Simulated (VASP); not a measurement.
# H9C20Cl in VASP: a series of runs, part 2 of 2

VASP 6.6.1. Earlier steps stand in the parts before.

## 4. Single point, PBE+D3(BJ)

Input file INCAR:

```
PREC = Accurate ; ENCUT = 520
EDIFF = 1E-6 ; ISMEAR = 0
SIGMA = 0.02 ; LREAL = Auto
LASPH = True ; NELM = 100
ALGO = Normal ; ISIF = 2
LWAVE = False ; LCHARG = False
GGA = PE ; IVDW = 12
NBANDS = 69
```

Input file KPOINTS:

```
regular mesh
0
Gamma
  2 2 1
```

Input file POSCAR:

```
H9C20Cl
1.0
    5.0487420000      0.0000000000      0.0000000000
    0.0000000000      5.0487420000      0.0000000000
    0.0000000000      0.0000000000     16.1647000000
H C Cl
9 20 1
Direct
    0.4277867635      0.0000000000      0.0618631957
    0.0722132365      0.0000000000      0.0618631957
    0.9277869616      0.0000000000      0.0618631957
    0.5722132365      0.0000000000      0.0618631957
    0.4277867635      0.5000000000      0.0618631957
    0.0722132365      0.5000000000      0.0618631957
    0.9277869616      0.5000000000      0.0618631957
    0.5722132365      0.5000000000      0.0618631957
    0.2514143127      0.1737862620      0.3868600716
    0.2500000990      0.0000000000      0.1011277661
    0.7500000990      0.0000000000      0.1011277661
    0.2500000990      0.5000000000      0.1011277661
    0.7500000990      0.5000000000      0.1011277661
    0.2500000990      0.2500000990      0.1563406682
    0.7500000990      0.2500000990      0.1563406682
    0.2500000990      0.7500000990      0.1563406682
    0.7500000990      0.7500000990      0.1563406682
    0.0030857192      0.2519887132      0.2064819019
    0.4969606290      0.2520156506      0.2064522076
   -0.0005462747      0.7543059241      0.2169869531
    0.5005001246      0.7543306828      0.2169711779
    0.0024930963      0.0237956307      0.2706972601
    0.4974577826      0.0239053610      0.2706344071
   -0.0008326827      0.4925779531      0.2675348135
    0.5007411747      0.4925486388      0.2675153266
    0.2499535528      0.1209285402      0.3196415646
    0.7499343401      0.1181551761      0.3108723329
    0.2499179003      0.4291370009      0.3112616999
    0.7499379053      0.3929703677      0.3110548912
    0.2500729885      0.6801179383      0.4220232977
```

On the command line:

```sh
$ cat potpaw_PBE.64/H/POTCAR potpaw_PBE.64/C/POTCAR potpaw_PBE.64/Cl/POTCAR > POTCAR
$ mpirun -np 1 vasp_std > vasp.out
```

It took 4.1 min on 1 thread of Intel Xeon 6975P-C (Granite Rapids), shared host; peak memory 0.44 GiB.

It converged, with:

```
Free energy                : -199.5159 eV
Largest force              : 8.968 eV/Å
Band gap on the k mesh     : 1.06 eV, direct
Dispersion energy per atom : -0.113 eV
```

Forces on the atoms (eV/Å):
```
H   -8.955 -0.047  0.089
H    8.955 -0.047  0.088
H   -8.953 -0.020  0.086
H    8.953 -0.020  0.086
H   -8.967  0.068  0.089
H    8.967  0.069  0.088
H   -8.943  0.064  0.104
H    8.943  0.063  0.105
H   -0.025 -2.689  0.213
C   -0.002 -0.210  0.965
C    0.001 -0.164  0.993
C   -0.002  0.184  0.991
C    0.002  0.161  1.120
C    0.001  0.013 -3.718
C    0.006  0.109 -2.915
C   -0.002  0.387  0.995
C   -0.002  0.780  0.905
C    0.060  0.065  0.051
C   -0.069  0.067  0.054
C   -0.021  0.145 -0.056
C    0.023  0.144 -0.054
C    0.110  0.232  0.165
C   -0.120  0.221  0.162
C   -0.010  0.347 -0.206
C    0.008  0.353 -0.204
C    0.039  0.539  0.942
C    0.002  0.135 -0.026
C    0.003  1.248  0.043
C    0.001  0.258 -0.001
Cl  -0.002 -2.454 -1.149
```

Levels at points of the mesh, in eV from the valence-band top:
```
           k point  band 45  band 46  band 47  band 48  band 49  band 50  band 51  band 52
(0.00, 0.00, 0.00)    -1.77    -1.21    -0.57    -0.11     1.10     2.08     2.42     3.82
(0.50, 0.00, 0.00)    -2.22    -2.14    -1.72    -1.00     1.73     1.78     3.60     3.62
(0.00, 0.50, 0.00)    -1.87    -1.02    -0.33     0.00     1.06     1.75     3.31     3.35
(0.50, 0.50, 0.00)    -2.48    -2.27    -1.58    -0.76     1.66     1.73     4.26     4.28
```

Caveat: the k points lie up to 0.62 Å⁻¹ apart.

## 5. Single point, PBE+D3(BJ)

Input file INCAR:

```
SYSTEM = H9C20Cl
  ALGO = Normal
  EDIFF = 1E-6
  ENCUT = 520
  GGA = PE
  ISIF = 2
  ISMEAR = 0
  IVDW = 12
  LASPH = .True.
  LCHARG = .False.
  LREAL = Auto
  LWAVE = .False.
  NBANDS = 69
  NELM = 60
  PREC = Accurate
  SIGMA = 0.02
```

Input file KPOINTS:

```
k-points
0
Gamma
  2 2 1
  0 0 0
```

Input file POSCAR:

```
H9C20Cl
1.0
    5.0487420000      0.0000000000      0.0000000000
    0.0000000000      5.0487420000      0.0000000000
    0.0000000000      0.0000000000     16.1647000000
H C Cl
9 20 1
Direct
    0.4277869616      0.0000000000      0.0618631957
    0.0722132365      0.0000000000      0.0618631957
    0.9277869616      0.0000000000      0.0618631957
    0.5722132365      0.0000000000      0.0618631957
    0.4277869616      0.5000000000      0.0618631957
    0.0722132365      0.5000000000      0.0618631957
    0.9277869616      0.5000000000      0.0618631957
    0.5722132365      0.5000000000      0.0618631957
    0.2509001252      0.0871785486      0.3870881612
    0.2500000990      0.0000000000      0.1011277661
    0.7500000990      0.0000000000      0.1011277661
    0.2500000990      0.5000000000      0.1011277661
    0.7500000990      0.5000000000      0.1011277661
    0.2500000990      0.2500000990      0.1563406682
    0.7500000990      0.2500000990      0.1563406682
    0.2500000990      0.7500000990      0.1563406682
    0.7500000990      0.7500000990      0.1563406682
    0.0041436065      0.2540838886      0.2066907521
    0.4958928383      0.2541141932      0.2066708321
   -0.0002590744      0.7556981521      0.2167072695
    0.5002539246      0.7557282586      0.2166925461
    0.0031164199      0.0258181147      0.2703819434
    0.4968946720      0.0258824872      0.2703288647
    0.0005500380      0.4933724084      0.2671370332
    0.4994366914      0.4933922153      0.2671274444
    0.2500052488      0.1139295690      0.3206078678
    0.7499692002      0.1219353257      0.3105141450
    0.2499834612      0.4313599309      0.3156409336
    0.7499789056      0.3969202625      0.3102791886
    0.2499852438      0.6012600763      0.4161724622
```

On the command line:

```sh
$ cat potpaw_PBE.64/H/POTCAR potpaw_PBE.64/C/POTCAR potpaw_PBE.64/Cl/POTCAR > POTCAR
$ mpirun -np 1 vasp_std > vasp.out
```

It took 3.6 min on 1 thread of Intel Xeon 6975P-C (Granite Rapids), shared host; peak memory 0.43 GiB.

Results (log left out):

* Free energy: -201.2544 eV
* Largest force: 8.963 eV/Å
* Band gap on the k mesh: 1.14 eV, direct
* Dispersion energy per atom: -0.113 eV

Forces on the atoms (eV/Å):
```
H   -8.958 -0.043  0.090
H    8.957 -0.042  0.090
H   -8.950 -0.020  0.093
H    8.949 -0.020  0.093
H   -8.962  0.075  0.092
H    8.962  0.076  0.092
H   -8.940  0.066  0.105
H    8.940  0.066  0.106
H   -0.017 -1.018  0.035
C   -0.001 -0.189  0.944
C    0.001 -0.127  1.018
C   -0.002  0.181  0.972
C    0.002  0.131  1.113
C    0.001  0.110 -3.753
C    0.004  0.158 -2.787
C   -0.001  0.554  0.880
C    0.000  0.793  0.843
C   -0.005  0.028  0.002
C    0.000  0.030  0.003
C    0.003  0.022 -0.006
C   -0.001  0.021 -0.005
C    0.011 -0.020 -0.009
C   -0.017 -0.022 -0.009
C    0.012  0.035 -0.034
C   -0.012  0.034 -0.032
C    0.020 -0.101  0.031
C    0.001 -0.001  0.023
C    0.002  0.084  0.312
C    0.000  0.106  0.005
Cl   0.000 -0.967 -0.303
```

Levels at points of the mesh, in eV from the valence-band top:
| k point | band 46 | band 47 | band 48 | band 49 | band 50 | band 51 |
| --- | --- | --- | --- | --- | --- | --- |
| (0.00, 0.00, 0.00) | -1.27 | -0.56 | -0.09 | 1.35 | 2.26 | 3.24 |
| (0.50, 0.00, 0.00) | -2.21 | -2.16 | -1.10 | 1.67 | 3.36 | 3.49 |
| (0.00, 0.50, 0.00) | -1.11 | -0.31 | 0.00 | 1.14 | 3.05 | 3.20 |
| (0.50, 0.50, 0.00) | -2.85 | -2.40 | -0.84 | 1.61 | 3.22 | 4.19 |

Caveat: the k points lie up to 0.62 Å⁻¹ apart.

## 6. Single point, PBE+D3(BJ)

Input file INCAR:

```
SYSTEM = H9C20Cl
ALGO = Normal ; EDIFF = 1E-7
ENCUT = 520 ; GGA = PE
ISIF = 2 ; ISMEAR = 0
IVDW = 12 ; LASPH = .TRUE.
LCHARG = .FALSE. ; LREAL = Auto
LWAVE = .FALSE. ; NBANDS = 69
NELM = 80 ; PREC = Accurate
SIGMA = 0.02
```

Input file KPOINTS:

```
k-points
0
G
  2 2 1
  0 0 0
```

Input file POSCAR:

```
H9C20Cl
1.0
    5.0487420000      0.0000000000      0.0000000000
    0.0000000000      5.0487420000      0.0000000000
    0.0000000000      0.0000000000     16.1647000000
H C Cl
9 20 1
Direct
    0.4277869616      0.0000000000      0.0618631957
    0.0722132365      0.0000000000      0.0618631957
    0.9277869616      0.0000000000      0.0618631957
    0.5722132365      0.0000000000      0.0618631957
    0.4277869616      0.5000000000      0.0618631957
    0.0722132365      0.5000000000      0.0618631957
    0.9277869616      0.5000000000      0.0618631957
    0.5722132365      0.5000000000      0.0618631957
    0.2500199059      0.0081049893      0.3813016635
    0.2500000990      0.0000000000      0.1011277661
    0.7500000990      0.0000000000      0.1011277661
    0.2500000990      0.5000000000      0.1011277661
    0.7500000990      0.5000000000      0.1011277661
    0.2500000990      0.2500000990      0.1563406682
    0.7500000990      0.2500000990      0.1563406682
    0.2500000990      0.7500000990      0.1563406682
    0.7500000990      0.7500000990      0.1563406682
    0.0043624729      0.2497537010      0.2066519638
    0.4956111839      0.2497542952      0.2066518401
   -0.0000499134      0.7500105967      0.2166893292
    0.5000150533      0.7500205002      0.2166898241
    0.0023487039      0.0160168612      0.2683922993
    0.4976027692      0.0160323106      0.2683982381
    0.0017014139      0.4835598650      0.2686730345
    0.4982635278      0.4835574882      0.2686680235
    0.2499577122      0.0876081606      0.3186712404
    0.7499812825      0.1115642273      0.3098757168
    0.2499872245      0.4078984428      0.3187160294
    0.7499781134      0.3865180673      0.3103600438
    0.2499559296      0.5300338183      0.4233286730
```

Potentials or basis: VASP PAW PBE potentials, release 64 (H, C, Cl).

On the command line:

```sh
$ cat potpaw_PBE.64/H/POTCAR potpaw_PBE.64/C/POTCAR potpaw_PBE.64/Cl/POTCAR > POTCAR
$ mpirun -np 1 vasp_std > vasp.out
```

OUTCAR:

```text
SYSTEM = H9C20Cl
   EDIFF = 1E-7
   ENCUT = 520
   GGA = PE
   ISIF = 2
   ISMEAR = 0
   IVDW = 12
   LASPH = .TRUE.
   LREAL = Auto
   NELM = 80
   PREC = Accurate
 IVDW          = 12

 ion  position               nearest neighbor table
   1  0.428  0.000  0.062-   4 0.73  10 1.10
   2  0.072  0.000  0.062-   3 0.73  10 1.10
   3  0.928  0.000  0.062-   2 0.73  11 1.10
   4  0.572  0.000  0.062-   1 0.73  11 1.10
   5  0.428  0.500  0.062-   8 0.73  12 1.10
   6  0.072  0.500  0.062-   7 0.73  12 1.10
   7  0.928  0.500  0.062-   6 0.73  13 1.10
   8  0.572  0.500  0.062-   5 0.73  13 1.10
   9  0.250  0.008  0.381-  26 1.09
  10  0.250  0.000  0.101-   2 1.10   1 1.10  16 1.55  14 1.55
  11  0.750  0.000  0.101-   4 1.10   3 1.10  17 1.55  15 1.55
  12  0.250  0.500  0.101-   6 1.10   5 1.10  14 1.55  16 1.55
  13  0.750  0.500  0.101-   8 1.10   7 1.10  15 1.55  17 1.55
  14  0.250  0.250  0.156-  19 1.48  18 1.48  12 1.55  10 1.55
  15  0.750  0.250  0.156-  18 1.52  19 1.52  13 1.55  11 1.55
[... 9 lines left out ...]
  25  0.498  0.484  0.269-  29 1.52  28 1.54  19 1.55  21 1.59
  26  0.250  0.088  0.319-   9 1.09  22 1.53  23 1.53  28 1.62
  27  0.750  0.112  0.310-  29 1.39  23 1.52  22 1.52
  28  0.250  0.408  0.319-  24 1.54  25 1.54  26 1.62  30 1.80
  29  0.750  0.387  0.310-  27 1.39  25 1.52  24 1.52
  30  0.250  0.530  0.423-  28 1.80

  LATTYP: Found a simple tetragonal cell.
 ALAT       =     5.0487420000
 C/A-ratio  =     3.2017282721

  Lattice vectors:

 A1 = (   5.0487420000,   0.0000000000,   0.0000000000)
 A2 = (   0.0000000000,   5.0487420000,   0.0000000000)
 A3 = (   0.0000000000,   0.0000000000,  16.1647000000)

Analysis of symmetry for initial positions (statically):
=====================================================================
 Subroutine PRICEL returns:
 Original cell was already a primitive cell.

 Routine SETGRP: Setting up the symmetry group for a
 simple tetragonal supercell.

 Subroutine GETGRP returns: Found  1 space group operations
 (whereof  1 operations were pure point group operations)
 out of a pool of 16 trial point group operations.

The static configuration has the point symmetry C_1 .

Analysis of symmetry for dynamics (positions and initial velocities):
=====================================================================
 Subroutine PRICEL returns:
 Original cell was already a primitive cell.

 Routine SETGRP: Setting up the symmetry group for a
 simple tetragonal supercell.

 Subroutine GETGRP returns: Found  1 space group operations
 (whereof  1 operations were pure point group operations)
 out of a pool of 16 trial point group operations.

The dynamic configuration has the point symmetry C_1 .

 Subroutine INISYM returns: Found  1 space group operations
 (whereof  1 operations are pure point group operations),
 and found     1 'primitive' translations

----------------------------------------------------------------------------------------

                                     Primitive cell

  volume of cell :     412.0349

  direct lattice vectors                    reciprocal lattice vectors
     5.048742000  0.000000000  0.000000000     0.198069143  0.000000000  0.000000000
     0.000000000  5.048742000  0.000000000     0.000000000  0.198069143  0.000000000
     0.000000000  0.000000000 16.164700000     0.000000000  0.000000000  0.061863196

  length of vectors
     5.048742000  5.048742000 16.164700000     0.198069143  0.198069143  0.061863196
[... 98 lines left out ...]
   k-points           NKPTS =      4   k-points in BZ     NKDIM =      4   number of bands    NBANDS=     69
   number of dos      NEDOS =    301   number of ions     NIONS =     30
   total plane-waves  NPLWV = 192000
   dimension x,y,z NGX =    40 NGY =   40 NGZ =  120
   dimension x,y,z NGXF=    80 NGYF=   80 NGZF=  240
   ions per type =               9  20   1
   NGX,Y,Z   is equivalent  to a cutoff of  13.17, 13.17, 12.34 a.u.
   NGXF,Y,Z  is equivalent  to a cutoff of  26.34, 26.34, 24.68 a.u.
 SYSTEM =  H9C20Cl
   PREC   = accura    normal or accurate (medium, high low for compatibility)
   ISTART =      0    job   : 0-new  1-cont  2-samecut
   ICHARG =      2    charge: 1-file 2-atom 10-const
   ISPIN  =      1    spin polarized calculation?
   LNONCOLLINEAR =      F non collinear calculations
   LSORBIT =      F    spin-orbit coupling
   LASPH  =      T    aspherical Exc in radial PAW
   ENCUT  =  520.0 eV  38.22 Ry    6.18 a.u.   9.39  9.39 30.06*2*pi/ulx,y,z
   NELM   =     80;   NELMIN=  2; NELMDL= -5     # of ELM steps
   EDIFF  = 0.1E-06   stopping-criterion for ELM
   LREAL  =      T    real-space projection
   EDIFFG = 0.1E-05   stopping-criterion for IOM
   NSW    =      0    number of steps for IOM
   IBRION =     -1    ionic relax: 0-MD 1-quasi-New 2-CG
   NFREE  =      0    steps in history (QN), initial steepest desc. (CG)
   ISIF   =      2    stress and relaxation
   ISYM   =      2    0-nonsym 1-usesym 2-fastsym
   POTIM  = 0.5000    time-step for ionic-motion
   TEBEG  =    0.0;   TEEND  =   0.0 temperature during run
   PSTRESS=    0.0 pullay stress
   NELECT =      96.0000    total number of electrons
   NUPDOWN=      -1.0000    fix difference up-down
   EMIN   =  10.00;   EMAX   =-10.00  energy-range for DOS
   EFERMI =   0.00;   METHOD = LEGACY
   ISMEAR =     0;   SIGMA  =   0.02  broadening in eV -4-tet -1-fermi 0-gaus
   EFERMI_NEDOS =   21; number of points for ismear=-14 and -15
   IALGO  =     38    algorithm
   IMIX   =      4    mixing-type and parameters
     AMIX     =   0.40;   BMIX     =  1.00
     AMIX_MAG =   1.60;   BMIX_MAG =  1.00
  volume/ion in A,a.u.               =      13.73        92.68
  Fermi-wavevector in a.u.,A,eV,Ry     =   1.007366  1.903645 13.807002  1.014786
  Thomas-Fermi vector in A             =   2.140166
   LORBIT       =      0    0 simple, 1 ext, 2 COOP (PROOUT), +10 PAW based schemes
   GGA     = PE    functional components
   LHFCALC =     F    Hartree Fock is set to
   AEXX    =    0.0000 exact exchange contribution
   IVDW    =    12    specifies the selected vdW correction
   LEPSILON=     F    determine dielectric tensor
   LRPA    =     F    only Hartree local field effects (RPA)
 non-spin polarized calculation
 Gauss-broadening in eV      SIGMA  =   0.02
  energy-cutoff  :      520.00
  volume of cell :      412.03
 maximum number of plane-waves:     11113
 NGX is ok and might be reduce to    40
   NGX = 19   NGY = 19   NGZ = 61

 number of electron      96.0000002 magnetization

 Free energy of the ion-electron system (eV)
  ---------------------------------------------------
  ext. energy  EPLUGINS =         0.00000000
  ---------------------------------------------------
  free energy    TOTEN  =      -198.22694389 eV

  energy without entropy =     -198.22694389  energy(sigma->0) =     -198.22694389

 E-fermi :   0.9284     XC(G=0):  -5.6831

 val. band max:        0.8258262346   @ k =   0.0000   0.5000   0.0000
 cond. band min:       1.9588164367   @ k =   0.0000   0.5000   0.0000
 fundamental gap:      1.1329902021
 Fermi energy:         0.9284354949

 k-point     1 :       0.0000    0.0000    0.0000
  band No.  band energies     occupation
      1     -20.5164      2.00000
      2     -18.3237      2.00000
      3     -16.4198      2.00000
      4     -16.2680      2.00000
      5     -15.8245      2.00000
      6     -15.7485      2.00000
[... 241 lines left out ...]
     59       6.8526      0.00000
     60       7.1350      0.00000
 [bands above 60 left out]

------------------------ aborting loop because EDIFF is reached ----------------------------------------

 Edisp (eV)   -3.38785

 E8    (eV) :    -0.9804

  FORCE on cell =-STRESS in cart. coord.  units (eV):
  Direction    XX          YY          ZZ          XY          YZ          ZX
  --------------------------------------------------------------------------------------
  -------------------------------------------------------------------------------------
  Total      73.97052    -7.81231    -5.06775    -0.00027    -0.04197     0.00864
  in kB     287.63071   -30.37778   -19.70569    -0.00105    -0.16319     0.03360
  external pressure =       79.18 kB  Pullay stress =        0.00 kB

 VOLUME and BASIS-vectors are now :
 -----------------------------------------------------------------------------
  energy-cutoff  :      520.00
  volume of cell :      412.03
      direct lattice vectors                 reciprocal lattice vectors
     5.048742000  0.000000000  0.000000000     0.198069143  0.000000000  0.000000000
     0.000000000  5.048742000  0.000000000     0.000000000  0.198069143  0.000000000
     0.000000000  0.000000000 16.164700000     0.000000000  0.000000000  0.061863196

 POSITION                                       TOTAL-FORCE (eV/Angst)
 -----------------------------------------------------------------------------------
      2.15979      0.00000      1.00000        -8.960280     -0.061291      0.088603
      0.36459      0.00000      1.00000         8.960326     -0.061254      0.088554
      4.68416      0.00000      1.00000        -8.942478     -0.044007      0.098097
      2.88896      0.00000      1.00000         8.942537     -0.044037      0.098111
      2.15979      2.52437      1.00000        -8.960683      0.058336      0.089645
      0.36459      2.52437      1.00000         8.960726      0.058355      0.089637
[... 22 lines left out ...]
      3.78645      1.95143      5.01688         0.000895      0.058070      0.038512
      1.26196      2.67600      6.84298         0.000719     -0.039760     -0.107807
 -----------------------------------------------------------------------------------
    total drift:                                0.000189      0.014408      0.034530

  FREE ENERGIE OF THE ION-ELECTRON SYSTEM (eV)
  ---------------------------------------------------
  free  energy   TOTEN  =      -201.6147917194 eV

  energy  without entropy=     -201.6147917194  energy(sigma->0) =     -201.61479172
```

Run time: 3.5 min. Hardware: 1 thread of Intel Xeon 6975P-C (Granite Rapids), shared host; peak memory 0.45 GiB.

What came out:

```yaml
Free_energy: -201.6148 eV
Largest_force: 8.961 eV/Å
Band_gap_on_the_k_mesh: 1.13 eV, direct
Dispersion_energy_per_atom: -0.113 eV
```

Forces in eV/Å, atoms in the order of the input:
```
H   -8.960 -0.061  0.089
H    8.960 -0.061  0.089
H   -8.942 -0.044  0.098
H    8.943 -0.044  0.098
H   -8.961  0.058  0.090
H    8.961  0.058  0.090
H   -8.947  0.043  0.098
H    8.947  0.043  0.098
H   -0.002 -0.006  0.009
C    0.000 -0.184  0.953
C    0.000 -0.120  1.086
C    0.000  0.189  0.949
C    0.000  0.128  1.052
C   -0.002  0.001 -3.822
C   -0.002  0.080 -2.816
C   -0.001 -0.035  0.856
C   -0.002 -0.067  0.853
C   -0.014 -0.003 -0.005
C    0.018 -0.004 -0.004
C   -0.001 -0.007  0.007
C    0.003 -0.008  0.007
C    0.004 -0.029  0.005
C   -0.004 -0.030  0.002
C    0.010  0.043 -0.004
C   -0.010  0.044 -0.001
C    0.004 -0.007  0.029
C    0.000 -0.054  0.031
C   -0.002  0.056  0.135
C    0.001  0.058  0.039
Cl   0.001 -0.040 -0.108
```

Levels at points of the mesh, in eV from the valence-band top:
| k point | band 44 | band 45 | band 46 | band 47 | band 48 | band 49 | band 50 | band 51 | band 52 | band 53 |
| --- | --- | --- | --- | --- | --- | --- | --- | --- | --- | --- |
| (0.00, 0.00, 0.00) | -2.53 | -2.43 | -1.29 | -0.56 | -0.09 | 1.35 | 2.26 | 3.35 | 3.90 | 3.96 |
| (0.50, 0.00, 0.00) | -2.46 | -2.35 | -2.22 | -2.16 | -1.12 | 1.67 | 3.41 | 3.50 | 3.65 | 4.73 |
| (0.00, 0.50, 0.00) | -2.84 | -2.31 | -1.09 | -0.30 | 0.00 | 1.13 | 3.17 | 3.20 | 3.53 | 3.76 |
| (0.50, 0.50, 0.00) | -3.07 | -2.82 | -2.76 | -2.45 | -0.86 | 1.57 | 3.60 | 4.20 | 4.22 | 4.28 |

Caveat: the k points lie up to 0.62 Å⁻¹ apart.
